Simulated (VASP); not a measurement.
## Be4ZnTe: single point with PBE

Crystal: Be4ZnTe.

```
CELL_PARAMETERS angstrom
3.77742 0.00000 0.00000
-1.88871 3.27134 0.00000
0.00000 0.00000 6.30152
ATOMIC_POSITIONS crystal
Be 0.33333 0.66667 0.81390
Be 0.33333 0.66667 0.18610
Be 0.66667 0.33333 0.81390
Be 0.66667 0.33333 0.18610
Zn 0.00000 0.00000 0.00000
Te 0.00000 0.00000 0.50000
```

The cell was built from a structure type or drawn by symmetry, and may not be a known phase.

| Item | Value |
| --- | --- |
| Program | VASP 6.6.1 |
| Task | single point |
| Functional | PBE |
| Potentials or basis | VASP PAW PBE potentials, release 64 (Be, Zn, Te) |
| Cutoff | 600 eV |
| k mesh | 6 × 6 × 3 |
| Occupations | gaussian, width 0.2 eV |
| Spin | no spin polarisation |
| Dipole correction | no |
| Further INCAR settings | ALGO = Normal; EDIFF = 1e-06; NBANDS = 22 |

```
Pressure               : 0.4 GPa
Largest force          : 0.011 eV/Å
Band gap on the k mesh : zero (bands 13 and 14 overlap by 2.91 eV)
```

Forces in eV/Å, atoms in the order of the input:
```
Be   0.000  0.000 -0.011
Be   0.000  0.000  0.011
Be   0.000  0.000 -0.011
Be   0.000  0.000  0.011
Zn   0.000  0.000  0.000
Te   0.000  0.000  0.000
```

Stress tensor (GPa, compression positive):
```
0.51 0.00 0.00
0.00 0.51 0.00
0.00 0.00 0.04
```

Levels at points of the mesh, in eV from the Fermi level:
```
           k point  band 11  band 12  band 13  band 14  band 15  band 16
(0.00, 0.00, 0.00)     0.53     0.53     0.91     1.48     2.26     2.26
(0.50, 0.00, 0.00)    -3.46    -2.70     0.03     0.57     0.87     2.17
```

Run time: 16 s on 1 thread of AMD EPYC 9R45 96-Core Processor (Zen 5), on a shared host, peak memory 0.18 GiB.

Caveat: spin-orbit coupling is left out, which moves the levels of the heavy elements.
